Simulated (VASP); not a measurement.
# Pd (P6_3/mmc) in VASP: notebook

The runs below take Pd through relaxation of cell and atoms, single point, with BLYP.

Everything below comes from runs of VASP 6.6.1. Logs are shortened: lines on timing, memory, paths and dates and some standing lists are left out, and cuts for length are marked.

**1. The cell of the first run**

The structure is hexagonal, space group P6_3/mmc (No. 194). Conventional cell: a = 2.751 Å, b = 2.751 Å, c = 4.492 Å, α = 90.00°, β = 90.00°, γ = 120.00°. Within 3.6 Å of Pd (site symmetry -6m2) lie 12 Pd at 2.75 Å.

**2. Relaxation of cell and atoms, BLYP, collinear spin, antiferromagnetic start**

Input file INCAR:

```
SYSTEM = Pd
AGGAC = 1.0 ; AGGAX = 1.0
ALDAC = 0.0 ; ALDAX = 1.0
ALGO = Normal ; EDIFF = 1E-6
EDIFFG = -0.01 ; ENCUT = 600
GGA = B5 ; IBRION = 2
ISIF = 3 ; ISMEAR = -1
ISPIN = 2 ; LASPH = .True.
LCHARG = .False. ; LMAXMIX = 4
LORBIT = 11 ; LREAL = .False.
LWAVE = .False. ; MAGMOM = 0.5 -0.5
NELM = 150 ; NSW = 80
PREC = Accurate ; SIGMA = 0.05
```

Input file KPOINTS:

```
k-points
0
Gamma
  13 13 7
  0 0 0
```

Input file POSCAR:

```
Pd
1.0
    2.7505001182      0.0000000000      0.0000000000
   -1.3752500591      2.3820029755      0.0000000000
    0.0000000000      0.0000000000      4.4915666931
Pd
2
Direct
    0.3333333333      0.6666666667      0.2500000000
    0.6666666667      0.3333333333      0.7500000000
```

Potentials or basis: VASP PAW PBE potentials, release 64 (Pd).

On the command line:

```sh
> cat potpaw_PBE.64/Pd/POTCAR > POTCAR
> mpirun -np 1 vasp_std > vasp.out
```

OUTCAR:

```text
SYSTEM = Pd
   EDIFF = 1E-6
   EDIFFG = -0.01
   ENCUT = 600
   GGA = B5
   IBRION = 2
   ISIF = 3
   ISMEAR = -1
   ISPIN = 2
   LASPH = .True.
   LORBIT = 11
   LREAL = .False.
   NELM = 150
   NSW = 80
   PREC = Accurate

 ion  position               nearest neighbor table
   1  0.333  0.667  0.250-   2 2.75   2 2.75   2 2.75   2 2.75   2 2.75   2 2.75
   2  0.667  0.333  0.750-   1 2.75   1 2.75   1 2.75   1 2.75   1 2.75   1 2.75

  LATTYP: Found a hexagonal cell.
 ALAT       =     2.7505001182
 C/A-ratio  =     1.6330000000

  Lattice vectors:

 A1 = (   2.7505001182,   0.0000000000,   0.0000000000)
 A2 = (  -1.3752500591,   2.3820029755,   0.0000000000)
 A3 = (   0.0000000000,   0.0000000000,   4.4915666931)

Analysis of symmetry for initial positions (statically):
=====================================================================
 Subroutine PRICEL returns:
 Original cell was already a primitive cell.

 Routine SETGRP: Setting up the symmetry group for a
 hexagonal supercell.

 Subroutine GETGRP returns: Found 24 space group operations
 (whereof 12 operations were pure point group operations)
 out of a pool of 24 trial point group operations.

The static configuration has the point symmetry D_3d.
 The point group associated with its full space group is D_6h.

Analysis of symmetry for dynamics (positions and initial velocities):
=====================================================================
 Subroutine PRICEL returns:
 Original cell was already a primitive cell.

 Routine SETGRP: Setting up the symmetry group for a
 hexagonal supercell.

 Subroutine GETGRP returns: Found 24 space group operations
 (whereof 12 operations were pure point group operations)
 out of a pool of 24 trial point group operations.

The dynamic configuration has the point symmetry D_3d.
 The point group associated with its full space group is D_6h.

Analysis of structural, dynamic, and magnetic symmetry:
=====================================================================
 Subroutine PRICEL returns:
 Original cell was already a primitive cell.

 Routine SETGRP: Setting up the symmetry group for a
 hexagonal supercell.

 Subroutine GETGRP returns: Found 24 space group operations
 (whereof 12 operations were pure point group operations)
 out of a pool of 24 trial point group operations.

The overall configuration has the point symmetry D_3d.
 The point group associated with its full space group is D_6h.

 Subroutine INISYM returns: Found 24 space group operations
 (whereof 12 operations are pure point group operations),
 and found     1 'primitive' translations

----------------------------------------------------------------------------------------

                                     Primitive cell

  volume of cell :      29.4274

  direct lattice vectors                    reciprocal lattice vectors
     2.750500118  0.000000000  0.000000000     0.363570244  0.209907378  0.000000000
    -1.375250059  2.382002975  0.000000000     0.000000000  0.419814757  0.000000000
     0.000000000  0.000000000  4.491566693     0.000000000  0.000000000  0.222639464

  length of vectors
     2.750500118  2.750500118  4.491566693     0.419814757  0.419814757  0.222639464

  position of ions in fractional coordinates (direct lattice)
     0.333333333  0.666666667  0.250000000
     0.666666667  0.333333333  0.750000000

  ion indices of the primitive-cell ions
   primitive index   ion index
                 1           1
                 2           2

----------------------------------------------------------------------------------------

 KPOINTS: k-points

Automatic generation of k-mesh.
 Grid dimensions read from file:
 generate k-points for:   13   13    7

 Generating k-lattice:

  Cartesian coordinates                     Fractional coordinates (reciprocal lattice)
     0.027966942  0.016146721  0.000000000     0.076923077  0.000000000  0.000000000
     0.000000000  0.032293443  0.000000000     0.000000000  0.076923077  0.000000000
     0.000000000  0.000000000  0.031805638     0.000000000  0.000000000  0.142857143

  Length of vectors
     0.032293443  0.032293443  0.031805638

  Shift w.r.t. Gamma in fractional coordinates (k-lattice)
     0.000000000  0.000000000  0.000000000

 Subroutine IBZKPT returns following result:
 ===========================================

 Found     84 irreducible k-points:

 Following reciprocal coordinates:
            Coordinates               Weight
  0.000000  0.000000  0.000000      1.000000
  0.076923 -0.000000  0.000000      6.000000
  0.153846 -0.000000  0.000000      6.000000
  0.230769 -0.000000  0.000000      6.000000
  0.307692 -0.000000  0.000000      6.000000
  0.384615 -0.000000  0.000000      6.000000
[... 16 lines left out ...]
  0.076923 -0.000000  0.142857     12.000000
  0.153846 -0.000000  0.142857     12.000000
 [... further k-points ...]
   k-points           NKPTS =     84   k-points in BZ     NKDIM =     84   number of bands    NBANDS=     14
   number of dos      NEDOS =    301   number of ions     NIONS =      2
   total plane-waves  NPLWV =  20736
   dimension x,y,z NGX =    24 NGY =   24 NGZ =   36
   dimension x,y,z NGXF=    48 NGYF=   48 NGZF=   72
   ions per type =               2
   NGX,Y,Z   is equivalent  to a cutoff of  14.51, 14.51, 13.32 a.u.
   NGXF,Y,Z  is equivalent  to a cutoff of  29.01, 29.01, 26.65 a.u.
 SYSTEM =  Pd
   PREC   = accura    normal or accurate (medium, high low for compatibility)
   ISTART =      0    job   : 0-new  1-cont  2-samecut
   ICHARG =      2    charge: 1-file 2-atom 10-const
   ISPIN  =      2    spin polarized calculation?
   LNONCOLLINEAR =      F non collinear calculations
   LSORBIT =      F    spin-orbit coupling
   LASPH  =      T    aspherical Exc in radial PAW
   ENCUT  =  600.0 eV  44.10 Ry    6.64 a.u.   5.49  5.49  8.97*2*pi/ulx,y,z
   NELM   =    150;   NELMIN=  2; NELMDL= -5     # of ELM steps
   EDIFF  = 0.1E-05   stopping-criterion for ELM
   LREAL  =      F    real-space projection
   EDIFFG = -.1E-01   stopping-criterion for IOM
   NSW    =     80    number of steps for IOM
   IBRION =      2    ionic relax: 0-MD 1-quasi-New 2-CG
   NFREE  =      1    steps in history (QN), initial steepest desc. (CG)
   ISIF   =      3    stress and relaxation
   ISYM   =      2    0-nonsym 1-usesym 2-fastsym
   POTIM  = 0.5000    time-step for ionic-motion
   TEBEG  =    0.0;   TEEND  =   0.0 temperature during run
   PSTRESS=    0.0 pullay stress
   NELECT =      20.0000    total number of electrons
   NUPDOWN=      -1.0000    fix difference up-down
   EMIN   =  10.00;   EMAX   =-10.00  energy-range for DOS
   EFERMI =   0.00;   METHOD = LEGACY
   ISMEAR =    -1;   SIGMA  =   0.05  broadening in eV -4-tet -1-fermi 0-gaus
   EFERMI_NEDOS =   21; number of points for ismear=-14 and -15
   IALGO  =     38    algorithm
   IMIX   =      4    mixing-type and parameters
     AMIX     =   0.40;   BMIX     =  1.00
     AMIX_MAG =   1.60;   BMIX_MAG =  1.00
  volume/ion in A,a.u.               =      14.71        99.29
  Fermi-wavevector in a.u.,A,eV,Ry     =   1.439354  2.719984 28.187725  2.071739
  Thomas-Fermi vector in A             =   2.558219
   LORBIT       =     11    0 simple, 1 ext, 2 COOP (PROOUT), +10 PAW based schemes
   GGA     = B5    functional components
   LHFCALC =     F    Hartree Fock is set to
   AEXX    =    0.0000 exact exchange contribution
   IVDW    =     0    specifies the selected vdW correction
   LEPSILON=     F    determine dielectric tensor
   LRPA    =     F    only Hartree local field effects (RPA)
 conjugate gradient relaxation of ions
 spin polarized calculation
  energy-cutoff  :      600.00
  volume of cell :       29.43
 maximum number of plane-waves:      1008
 NGX is ok and might be reduce to    24
   NGX = 11   NGY = 11   NGZ = 17

--------------------------------------- Ionic step        1  -------------------------------------------

 number of electron      19.9999997 magnetization      -0.0000000

 number of electron      19.9999997 magnetization       0.0000000

 Free energy of the ion-electron system (eV)
  ---------------------------------------------------
  ext. energy  EPLUGINS =         0.00000000
  ---------------------------------------------------
  free energy    TOTEN  =        -8.52422850 eV

  energy without entropy =       -8.48301761  energy(sigma->0) =       -8.50362305

 E-fermi :  10.3682     XC(G=0): -12.5566

 val. band max:       10.3535540078   @ k =   0.3077   0.0769   0.0000
 cond. band min:      10.3697374028   @ k =   0.3846  -0.0000   0.1429
 fundamental gap:      0.0161833950
 Fermi energy:        10.3682137211

 spin component 1

 k-point     1 :       0.0000    0.0000    0.0000
  band No.  band energies     occupation
      1       3.3460      1.00000
      2       5.0811      1.00000
      3       7.5016      1.00000
      4       7.5992      1.00000
      5       7.5992      1.00000
      6       7.9808      1.00000
      7       7.9808      1.00000
      8       8.5465      1.00000
      9       8.5465      1.00000
     10      10.1066      0.99469
     11      10.1066      0.99469
     12      11.6164      0.00000
     13      17.7032      0.00000
     14      27.7370      0.00000
[... 908 lines left out ...]
  FREE ENERGIE OF THE ION-ELECTRON SYSTEM (eV)
  ---------------------------------------------------
  free  energy   TOTEN  =        -8.7219691794 eV

  energy  without entropy=       -8.6757071241  energy(sigma->0) =       -8.69883815

[... ionic steps 4 to 9 ...]

--------------------------------------- Ionic step       10  -------------------------------------------

 number of electron      19.9999996 magnetization      -0.0000000

 number of electron      19.9999996 magnetization       0.0000000

------------------------ aborting loop because EDIFF is reached ----------------------------------------

  FORCE on cell =-STRESS in cart. coord.  units (eV):
  Direction    XX          YY          ZZ          XY          YZ          ZX
  --------------------------------------------------------------------------------------
  -------------------------------------------------------------------------------------
  Total        0.0581794      0.0581794      0.0660009      0.0000000     -0.0000000      0.0000000
  in kB        2.8384898      2.8384898      3.2200911      0.0000000     -0.0000000      0.0000000
  external PRESSURE =       2.9656903 kB  Pullay stress =       0.0000000 kB
[... 61 lines left out ...]
--------------------------------------- Ionic step       12  -------------------------------------------

 number of electron      19.9999996 magnetization      -0.0000000

 number of electron      19.9999996 magnetization       0.0000000

 Free energy of the ion-electron system (eV)
  ---------------------------------------------------
  ext. energy  EPLUGINS =         0.00000000
  ---------------------------------------------------
  free energy    TOTEN  =        -8.72590272 eV

  energy without entropy =       -8.68285847  energy(sigma->0) =       -8.70438060

 E-fermi :   8.5610     XC(G=0): -11.8907

 val. band max:        8.5606192262   @ k =   0.4615   0.0769   0.4286
 cond. band min:       8.5616037029   @ k =   0.4615   0.0769   0.0000
 fundamental gap:      0.0009844767
 Fermi energy:         8.5610000111

 spin component 1

 k-point     1 :       0.0000    0.0000    0.0000
  band No.  band energies     occupation
      1       2.3574      1.00000
      2       4.0576      1.00000
      3       6.0124      1.00000
      4       6.2343      1.00000
      5       6.2343      1.00000
      6       6.5104      1.00000
      7       6.5104      1.00000
      8       7.1871      1.00000
      9       7.1871      1.00000
     10       8.3477      0.98617
     11       8.3477      0.98617
     12       9.7981      0.00000
     13      14.6242      0.00000
     14      25.9674      0.00000
[... 832 lines left out ...]
  FREE ENERGIE OF THE ION-ELECTRON SYSTEM (eV)
  ---------------------------------------------------
  free  energy   TOTEN  =        -8.7259027230 eV

  energy  without entropy=       -8.6828584729  energy(sigma->0) =       -8.70438060

 reached required accuracy - stopping structural energy minimisation

 total charge

# of ion       s       p       d       tot
------------------------------------------
    1        0.425   0.356   8.502   9.283
    2        0.425   0.356   8.502   9.283
--------------------------------------------------
tot          0.849   0.712  17.005  18.566

 magnetization (x)

# of ion       s       p       d       tot
------------------------------------------
    1        0.000   0.000   0.000   0.000
    2       -0.000  -0.000  -0.000  -0.000
--------------------------------------------------
tot          0.000   0.000   0.000   0.000
```

Wall time 3.3 min (1 thread of Intel Xeon 6975P-C (Granite Rapids), shared host); peak memory 0.22 GiB.

Results:

| Quantity | Value |
| --- | --- |
| Free energy | -8.7259 eV |
| Relaxed volume | 16.46 Å³/atom |
| Relaxed cell | a = 2.825 Å, b = 2.825 Å, c = 4.763 Å, α = 90.00°, β = 90.00°, γ = 120.00° |
| Space group after relaxing (to 0.05 Å) | P6_3/mmc (No. 194) |
| Energy gained by relaxing | 100.8 meV/atom |
| Ionic steps | 12 |
| Pressure after relaxing | 0.0 GPa |
| Band gap on the k mesh | zero (filled and empty bands overlap) |
| Net moment | 0.00 μB per cell |
| Valence electrons inside the program's atomic spheres | Pd 9.28 |

The path:
```csv
step,energy change (eV),largest force (eV/Å),pressure (GPa),volume (Å³)
1,0.0000,0.0000,20.24,29.43
2,0.0403,0.0000,-12.67,38.07
3,-0.1977,0.0000,-0.55,33.05
4,-0.1979,0.0000,-0.19,32.96
5,-0.1979,0.0000,0.10,32.89
6,-0.2001,0.0000,0.15,32.87
7,-0.2013,0.0000,0.22,32.86
8,-0.2011,0.0000,0.41,32.82
9,-0.2016,0.0000,0.30,32.84
10,-0.2016,0.0000,0.30,32.84
11,-0.2016,0.0000,-0.39,33.01
12,-0.2017,0.0000,-0.01,32.92
```

Final structure:
```
CELL_PARAMETERS angstrom
2.82500 0.00000 0.00000
-1.41250 2.44652 0.00000
0.00000 0.00000 4.76264
ATOMIC_POSITIONS crystal
Pd 0.33333 0.66667 0.25000
Pd 0.66667 0.33333 0.75000
```

Caveat: the PAW data sets were made with another functional, which shifts forces and pressure a little.

**3. Single point, BLYP, collinear spin, antiferromagnetic start**

This run uses another cell than the first one, of 16.42 Å³/atom, 1.116 times its volume.

Input file INCAR:

```
SYSTEM = Pd
PREC     = Accurate       ! precision mode
ENCUT    = 520            ! plane-wave cutoff, eV
EDIFF    = 1E-7           ! SCF threshold, eV
ISMEAR   = -1             ! smearing method
SIGMA    = 0.05           ! smearing width, eV
LREAL    = .FALSE.        ! projectors in reciprocal space
LASPH    = .TRUE.         ! aspherical terms in the spheres
NELM     = 150            ! most SCF steps
ALGO     = Normal         ! electronic algorithm
ISIF     = 2              ! what is computed and relaxed
LWAVE    = .FALSE.        ! write WAVECAR
LCHARG   = .TRUE.         ! write CHGCAR
ISPIN    = 2              ! spin polarisation
MAGMOM   = 0.5 -0.5       ! initial moments
LORBIT   = 11             ! projections on sites
LMAXMIX  = 4              ! l up to which the mixer works
GGA      = B5             ! functional
ALDAX    = 1.0          
AGGAX    = 1.0          
AGGAC    = 1.0          
ALDAC    = 0.0          
LELF     = .TRUE.         ! ELF
LVHAR    = .TRUE.       
NBANDS   = 21             ! bands
```

Input file KPOINTS:

```
Automatic mesh
0
G
  21 21 11
  0 0 0
```

Input file POSCAR:

```
Pd
1.0
    2.8217590248      0.0000000000      0.0000000000
   -1.4108795124      2.4437149989      0.0000000000
    0.0000000000      0.0000000000      4.7639180449
Pd
2
Direct
    0.3333333333      0.6666666667      0.2500000000
    0.6666666667      0.3333333333      0.7500000000
```

Potentials or basis: VASP PAW PBE potentials, release 64 (Pd).

On the command line:

```sh
> cat potpaw_PBE.64/Pd/POTCAR > POTCAR
> mpirun -np 1 vasp_std > vasp.out
```

OUTCAR:

```text
SYSTEM = Pd
   PREC = Accurate
   ENCUT = 520
   EDIFF = 1E-7
   ISMEAR = -1
   LREAL = .FALSE.
   LASPH = .TRUE.
   NELM = 150
   ISIF = 2
   ISPIN = 2
   LORBIT = 11
   GGA = B5

 ion  position               nearest neighbor table
   1  0.333  0.667  0.250-   2 2.89   2 2.89   2 2.89   2 2.89   2 2.89   2 2.89
   2  0.667  0.333  0.750-   1 2.89   1 2.89   1 2.89   1 2.89   1 2.89   1 2.89

  LATTYP: Found a hexagonal cell.
 ALAT       =     2.8217590248
 C/A-ratio  =     1.6882795459

  Lattice vectors:

 A1 = (   2.8217590248,   0.0000000000,   0.0000000000)
 A2 = (  -1.4108795124,   2.4437149989,   0.0000000000)
[... 1371 lines left out ...]

 VOLUME and BASIS-vectors are now :
 -----------------------------------------------------------------------------
  energy-cutoff  :      520.00
  volume of cell :       32.85
      direct lattice vectors                 reciprocal lattice vectors
     2.821759025  0.000000000  0.000000000     0.354388873  0.204606511  0.000000000
    -1.410879512  2.443714999  0.000000000     0.000000000  0.409213022  0.000000000
     0.000000000  0.000000000  4.763918045     0.000000000  0.000000000  0.209911252

 POSITION                                       TOTAL-FORCE (eV/Angst)
 -----------------------------------------------------------------------------------
     -0.00000      1.62914      1.19098        -0.000000      0.000000      0.000000
      1.41088      0.81457      3.57294         0.000000      0.000000      0.000000
 -----------------------------------------------------------------------------------
    total drift:                               -0.000000      0.000000     -0.000000

  FREE ENERGIE OF THE ION-ELECTRON SYSTEM (eV)
  ---------------------------------------------------
  free  energy   TOTEN  =        -8.7267782204 eV

  energy  without entropy=       -8.6813409355  energy(sigma->0) =       -8.70405958

 total charge

# of ion       s       p       d       tot
------------------------------------------
    1        0.427   0.359   8.499   9.285
    2        0.427   0.359   8.499   9.285
--------------------------------------------------
tot          0.853   0.718  16.997  18.569

 magnetization (x)

# of ion       s       p       d       tot
------------------------------------------
    1        0.000   0.000   0.000   0.000
    2       -0.000  -0.000  -0.000  -0.000
--------------------------------------------------
tot          0.000   0.000   0.000   0.000
```

stdout:

```text
POSCAR found type information on POSCAR Pd
 POSCAR found :  1 types and       2 ions
 scaLAPACK will be used
 -----------------------------------------------------------------------------
|                                                                             |
|                                                                             |
|     You enforced a specific xc type in the INCAR file but a different       |
|     I HOPE YOU KNOW WHAT YOU ARE DOING!                                     |
|                                                                             |
 -----------------------------------------------------------------------------

 LDA part: xc-table for (Slater(with rela. corr.)+VWN5), standard interpolation
 POSCAR, INCAR and KPOINTS ok, starting setup
 FFT: planning ... GRIDC
 FFT: planning ... GRID_SOFT
 FFT: planning ... GRID
 WAVECAR not read
 entering main loop
```

It took 2.1 min on 1 thread of Intel Xeon 6975P-C (Granite Rapids), shared host; peak memory 0.37 GiB.

What came out:

```yaml
Free_energy: -8.7268 eV
Pressure: 0.2 GPa
Band_gap_on_the_k_mesh: zero (filled and empty bands overlap)
Net_moment: 0.00 μB per cell
Valence_electrons_inside_the_program's_atomic_spheres: Pd 9.29
```

Stress tensor (GPa, compression positive):
```
 0.36  0.00  0.00
 0.00  0.36  0.00
 0.00  0.00 -0.01
```

Caveat: the PAW data sets were made with another functional, which shifts forces and pressure a little.
